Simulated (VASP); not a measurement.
# TiC (P-1) in VASP: single point with PBE

Aim: the single point of TiC with PBE.

All numbers are computed with VASP 6.6.1; they aren't measurements. Logs are shortened: lines on timing, memory, paths and dates and some standing lists are left out, and cuts for length are marked.

### 1 The cell of the first run

The typed cell holds 4 atoms: a = 3.064 Å, b = 3.064 Å, c = 4.333 Å, α = 90.00°, β = 90.00°, γ = 90.00°.

### 2 Single point, PBE

File INCAR:

```
SYSTEM = TiC
  PREC = Accurate
  ENCUT = 520
  EDIFF = 1E-6
  ISMEAR = 0
  SIGMA = 0.15
  LREAL = .FALSE.
  LASPH = .TRUE.
  NELM = 60
  ALGO = Normal
  ISIF = 2
  LWAVE = .FALSE.
  LCHARG = .FALSE.
  GGA = PE
  NBANDS = 24
```

File KPOINTS:

```
regular mesh
0
G
  12 12 8
  0 0 0
```

File POSCAR:

```
TiC
1.0
    0.0000000000     -2.1664615241     -2.1664615241
    0.0000000000      2.1664615241     -2.1664615241
    4.3329230482      0.0000000000      0.0000000000
Ti C
2 2
Direct
    0.5007709649      0.4958490142      0.4993777874
   -0.0007709649      0.0041509858      0.0006222126
    0.5224939976      0.4954935819      0.0004791509
   -0.0224939976      0.0045064181      0.4995208491
```

Potentials or basis: VASP PAW PBE potentials, release 64 (Ti_sv, C).

Command:

```
$ cat potpaw_PBE.64/Ti_sv/POTCAR potpaw_PBE.64/C/POTCAR > POTCAR
$ mpirun -np 1 vasp_std > vasp.out
```

OUTCAR:

```text
SYSTEM = TiC
   PREC = Accurate
   ENCUT = 520
   EDIFF = 1E-6
   ISMEAR = 0
   LREAL = .FALSE.
   LASPH = .TRUE.
   NELM = 60
   ISIF = 2
   GGA = PE

 ion  position               nearest neighbor table
   1  0.501  0.496  0.499-   4 2.10   4 2.14   3 2.16   3 2.17   4 2.20   4 2.24
   2  0.999  0.004  0.001-   3 2.10   3 2.14   4 2.16   4 2.17   3 2.20   3 2.24
   3  0.522  0.495  0.000-   2 2.10   2 2.14   1 2.16   1 2.17   2 2.20   2 2.24
   4  0.978  0.005  0.500-   1 2.10   1 2.14   2 2.16   2 2.17   1 2.20   1 2.24

  LATTYP: Found a simple tetragonal cell.
 ALAT       =     3.0638392697
 C/A-ratio  =     1.4142135624

  Lattice vectors:

 A1 = (   0.0000000000,  -2.1664615241,  -2.1664615241)
 A2 = (   0.0000000000,   2.1664615241,  -2.1664615241)
 A3 = (   4.3329230482,   0.0000000000,   0.0000000000)

Analysis of symmetry for initial positions (statically):
=====================================================================
 Subroutine PRICEL returns:
 Original cell was already a primitive cell.

 Routine SETGRP: Setting up the symmetry group for a
 simple tetragonal supercell.

 Subroutine GETGRP returns: Found  2 space group operations
 (whereof  1 operations were pure point group operations)
 out of a pool of 16 trial point group operations.

The static configuration has the point symmetry C_1 .
 The point group associated with its full space group is S_2 .

Analysis of symmetry for dynamics (positions and initial velocities):
=====================================================================
 Subroutine PRICEL returns:
 Original cell was already a primitive cell.

 Routine SETGRP: Setting up the symmetry group for a
 simple tetragonal supercell.

 Subroutine GETGRP returns: Found  2 space group operations
 (whereof  1 operations were pure point group operations)
 out of a pool of 16 trial point group operations.

The dynamic configuration has the point symmetry C_1 .
 The point group associated with its full space group is S_2 .

 Subroutine INISYM returns: Found  2 space group operations
 (whereof  1 operations are pure point group operations),
 and found     1 'primitive' translations

----------------------------------------------------------------------------------------

                                     Primitive cell

  volume of cell :      40.6736

  direct lattice vectors                    reciprocal lattice vectors
     0.000000000 -2.166461524 -2.166461524     0.000000000 -0.230791082 -0.230791082
     0.000000000  2.166461524 -2.166461524     0.000000000  0.230791082 -0.230791082
     4.332923048  0.000000000  0.000000000     0.230791082  0.000000000  0.000000000

  length of vectors
     3.063839270  3.063839270  4.332923048     0.326387879  0.326387879  0.230791082

  position of ions in fractional coordinates (direct lattice)
     0.500770965  0.495849014  0.499377787
     0.999229035  0.004150986  0.000622213
     0.522493998  0.495493582  0.000479151
     0.977506002  0.004506418  0.499520849

  ion indices of the primitive-cell ions
   primitive index   ion index
                 1           1
                 2           2
                 3           3
                 4           4

----------------------------------------------------------------------------------------

 KPOINTS: regular mesh

Automatic generation of k-mesh.
 Grid dimensions read from file:
 generate k-points for:   12   12    8

 Generating k-lattice:

  Cartesian coordinates                     Fractional coordinates (reciprocal lattice)
     0.000000000 -0.019232590 -0.019232590     0.083333333  0.000000000  0.000000000
     0.000000000  0.019232590 -0.019232590     0.000000000  0.083333333  0.000000000
     0.028848885  0.000000000  0.000000000     0.000000000  0.000000000  0.125000000

  Length of vectors
     0.027198990  0.027198990  0.028848885

  Shift w.r.t. Gamma in fractional coordinates (k-lattice)
     0.000000000  0.000000000  0.000000000

 Subroutine IBZKPT returns following result:
 ===========================================

 Found    580 irreducible k-points:

 Following reciprocal coordinates:
            Coordinates               Weight
  0.000000  0.000000  0.000000      1.000000
  0.083333  0.000000  0.000000      2.000000
  0.000000  0.083333  0.000000      2.000000
  0.166667  0.000000  0.000000      2.000000
  0.000000  0.166667  0.000000      2.000000
  0.250000  0.000000  0.000000      2.000000
[... 16 lines left out ...]
  0.083333  0.250000  0.000000      2.000000
  0.333333  0.083333  0.000000      2.000000
 [... further k-points ...]
   k-points           NKPTS =    580   k-points in BZ     NKDIM =    580   number of bands    NBANDS=     24
   number of dos      NEDOS =    301   number of ions     NIONS =      4
   total plane-waves  NPLWV =  18432
   dimension x,y,z NGX =    24 NGY =   24 NGZ =   32
   dimension x,y,z NGXF=    48 NGYF=   48 NGZF=   64
   ions per type =               2   2
   NGX,Y,Z   is equivalent  to a cutoff of  13.02, 13.02, 12.28 a.u.
   NGXF,Y,Z  is equivalent  to a cutoff of  26.05, 26.05, 24.56 a.u.
 SYSTEM =  TiC
   PREC   = accura    normal or accurate (medium, high low for compatibility)
   ISTART =      0    job   : 0-new  1-cont  2-samecut
   ICHARG =      2    charge: 1-file 2-atom 10-const
   ISPIN  =      1    spin polarized calculation?
   LNONCOLLINEAR =      F non collinear calculations
   LSORBIT =      F    spin-orbit coupling
   LASPH  =      T    aspherical Exc in radial PAW
   ENCUT  =  520.0 eV  38.22 Ry    6.18 a.u.   5.70  5.70  8.06*2*pi/ulx,y,z
   NELM   =     60;   NELMIN=  2; NELMDL= -5     # of ELM steps
   EDIFF  = 0.1E-05   stopping-criterion for ELM
   LREAL  =      F    real-space projection
[... 7 lines left out ...]
   TEBEG  =    0.0;   TEEND  =   0.0 temperature during run
   PSTRESS=    0.0 pullay stress
   NELECT =      32.0000    total number of electrons
   NUPDOWN=      -1.0000    fix difference up-down
   EMIN   =  10.00;   EMAX   =-10.00  energy-range for DOS
   EFERMI =   0.00;   METHOD = LEGACY
   ISMEAR =     0;   SIGMA  =   0.15  broadening in eV -4-tet -1-fermi 0-gaus
   EFERMI_NEDOS =   21; number of points for ismear=-14 and -15
   IALGO  =     38    algorithm
   IMIX   =      4    mixing-type and parameters
     AMIX     =   0.40;   BMIX     =  1.00
     AMIX_MAG =   1.60;   BMIX_MAG =  1.00
  volume/ion in A,a.u.               =      10.17        68.62
  Fermi-wavevector in a.u.,A,eV,Ry     =   1.511311  2.855964 31.076536  2.284061
  Thomas-Fermi vector in A             =   2.621385
   LORBIT       =      0    0 simple, 1 ext, 2 COOP (PROOUT), +10 PAW based schemes
   GGA     = PE    functional components
   LHFCALC =     F    Hartree Fock is set to
   AEXX    =    0.0000 exact exchange contribution
   IVDW    =     0    specifies the selected vdW correction
   LEPSILON=     F    determine dielectric tensor
   LRPA    =     F    only Hartree local field effects (RPA)
 non-spin polarized calculation
 Gauss-broadening in eV      SIGMA  =   0.15
  energy-cutoff  :      520.00
  volume of cell :       40.67
 maximum number of plane-waves:      1136
   NGX = 11   NGY = 11   NGZ = 17

 number of electron      32.0000014 magnetization

 Free energy of the ion-electron system (eV)
  ---------------------------------------------------
  ext. energy  EPLUGINS =         0.00000000
  ---------------------------------------------------
  free energy    TOTEN  =       -37.36123576 eV

  energy without entropy =      -37.35603413  energy(sigma->0) =      -37.35863494

 E-fermi :   9.4146     XC(G=0): -12.6891

 val. band max:        9.4121233710   @ k =  -0.1667   0.1667   0.0000
 cond. band min:       9.4196408388   @ k =   0.5000   0.5000   0.0000
 fundamental gap:      0.0075174678
 Fermi energy:         9.4146069290

 k-point     1 :       0.0000    0.0000    0.0000
  band No.  band energies     occupation
      1     -47.1869      2.00000
      2     -47.0902      2.00000
      3     -23.6450      2.00000
      4     -23.3824      2.00000
      5     -23.3793      2.00000
      6     -23.2150      2.00000
[... 16 lines left out ...]
     23      12.3226      0.00000
     24      12.9123      0.00000

 k-point     2 :       0.0833    0.0000    0.0000
  band No.  band energies     occupation
      1     -47.1836      2.00000
      2     -47.0903      2.00000
      3     -23.6361      2.00000
      4     -23.3972      2.00000
      5     -23.3745      2.00000
      6     -23.2356      2.00000
[... 16 lines left out ...]
     23      12.8003      0.00000
     24      12.8749      0.00000

 k-point     3 :       0.0000    0.0833    0.0000
  band No.  band energies     occupation
      1     -47.1836      2.00000
      2     -47.0902      2.00000
      3     -23.6361      2.00000
      4     -23.3949      2.00000
      5     -23.3770      2.00000
      6     -23.2336      2.00000
[... 16 lines left out ...]
     23      12.7916      0.00000
     24      12.8701      0.00000

 k-point     4 :       0.1667    0.0000    0.0000
  band No.  band energies     occupation
      1     -47.1744      2.00000
      2     -47.0906      2.00000
      3     -23.6102      2.00000
      4     -23.4376      2.00000
      5     -23.3600      2.00000
      6     -23.2936      2.00000
[... 16 lines left out ...]
     23      13.0754      0.00000
     24      13.6269      0.00000

 k-point     5 :       0.0000    0.1667    0.0000
  band No.  band energies     occupation
      1     -47.1744      2.00000
      2     -47.0906      2.00000
      3     -23.6102      2.00000
      4     -23.4355      2.00000
      5     -23.3626      2.00000
      6     -23.2918      2.00000
[... 451 lines left out ...]
 k-point    22 :      -0.2500    0.0833    0.0000
  band No.  band energies     occupation
      1     -47.1580      2.00000
      2     -47.0918      2.00000
      3     -23.5630      2.00000
      4     -23.4898      2.00000
      5     -23.3788      2.00000
      6     -23.3487      2.00000
[... 16 lines left out ...]
     23      13.1774      0.00000
     24      14.6963      0.00000

 k-point    23 :       0.0833    0.2500    0.0000
  band No.  band energies     occupation
      1     -47.1580      2.00000
      2     -47.0917      2.00000
      3     -23.5631      2.00000
      4     -23.4876      2.00000
      5     -23.3789      2.00000
      6     -23.3514      2.00000
[... 16 lines left out ...]
     23      13.1757      0.00000
     24      14.7684      0.00000

 k-point    24 :       0.3333    0.0833    0.0000
  band No.  band energies     occupation
      1     -47.1423      2.00000
      2     -47.0954      2.00000
      3     -23.5383      2.00000
      4     -23.5138      2.00000
      5     -23.4611      2.00000
      6     -23.3241      2.00000
[... 16 lines left out ...]
     23      13.5907      0.00000
     24      14.6356      0.00000

 [... further k-points ...]

------------------------ aborting loop because EDIFF is reached ----------------------------------------

  FORCE on cell =-STRESS in cart. coord.  units (eV):
  Direction    XX          YY          ZZ          XY          YZ          ZX
  --------------------------------------------------------------------------------------
  -------------------------------------------------------------------------------------
  Total        0.1482675      0.4478816      0.0916157      0.0002500     -0.1334992     -0.0040733
  in kB        5.8404147     17.6425319      3.6088402      0.0098467     -5.2586744     -0.1604532
  external PRESSURE =       9.0305956 kB  Pullay stress =       0.0000000 kB

 VOLUME and BASIS-vectors are now :
 -----------------------------------------------------------------------------
  energy-cutoff  :      520.00
  volume of cell :       40.67
      direct lattice vectors                 reciprocal lattice vectors
     0.000000000 -2.166461524 -2.166461524     0.000000000 -0.230791082 -0.230791082
     0.000000000  2.166461524 -2.166461524     0.000000000  0.230791082 -0.230791082
     4.332923048  0.000000000  0.000000000     0.230791082  0.000000000  0.000000000

 POSITION                                       TOTAL-FORCE (eV/Angst)
 -----------------------------------------------------------------------------------
      2.16377     -0.01066     -2.15914         0.059581      0.253298     -0.047241
      0.00270     -2.15580     -2.17378        -0.059581     -0.253298      0.047241
      0.00208     -0.05850     -2.20543        -0.031442      0.707378      0.448789
      2.16439     -2.10797     -2.12749         0.031442     -0.707378     -0.448789
 -----------------------------------------------------------------------------------
    total drift:                                0.000000      0.000000     -0.000000

  FREE ENERGIE OF THE ION-ELECTRON SYSTEM (eV)
  ---------------------------------------------------
  free  energy   TOTEN  =       -37.3612357582 eV

  energy  without entropy=      -37.3560341281  energy(sigma->0) =      -37.35863494
```

It took 7.6 min on 1 thread of Intel Xeon Platinum 8259CL at 2.50GHz (Skylake/Cascade Lake), shared host; peak memory 0.54 GiB.

Results:

| Quantity | Value |
| --- | --- |
| Free energy | -37.3612 eV |
| Pressure | 0.9 GPa |
| Largest force | 0.838 eV/Å |
| Band gap on the k mesh | zero (bands 16 and 17 overlap by 1.10 eV) |

Forces on the atoms (eV/Å):
```
Ti   0.060  0.253 -0.047
Ti  -0.060 -0.253  0.047
C   -0.031  0.707  0.449
C    0.031 -0.707 -0.449
```

Levels at points of the mesh, in eV from the Fermi level:
```
           k point  band 12  band 13  band 14  band 15  band 16  band 17  band 18  band 19  band 20  band 21
(0.00, 0.00, 0.00)    -1.72    -0.24    -0.16     0.68     0.69     0.87     1.47     1.68     1.73     1.78
(0.50, 0.00, 0.00)    -4.26    -3.01    -2.65    -2.50    -2.41     2.09     2.17     3.11     3.16     3.76
(0.00, 0.50, 0.00)    -4.31    -2.75    -2.71    -2.56    -2.55     2.07     2.19     3.10     3.13     3.97
(0.50, 0.50, 0.00)    -3.43    -1.73    -1.67    -0.05    -0.05     0.00     0.06     2.68     2.70     3.50
(0.00, 0.00, 0.50)    -3.41    -0.92    -0.91    -0.46    -0.45    -0.11    -0.11     2.15     2.17     3.75
(0.50, 0.00, 0.50)    -5.83    -2.91    -2.91    -2.91    -2.91     2.89     2.89     2.90     2.90     4.09
(0.00, 0.50, 0.50)    -5.84    -2.89    -2.89    -2.88    -2.88     2.89     2.89     2.90     2.90     4.07
(0.50, 0.50, 0.50)    -3.21    -3.15    -3.14    -2.64    -2.64     2.74     2.75     2.78     2.78     3.50
```
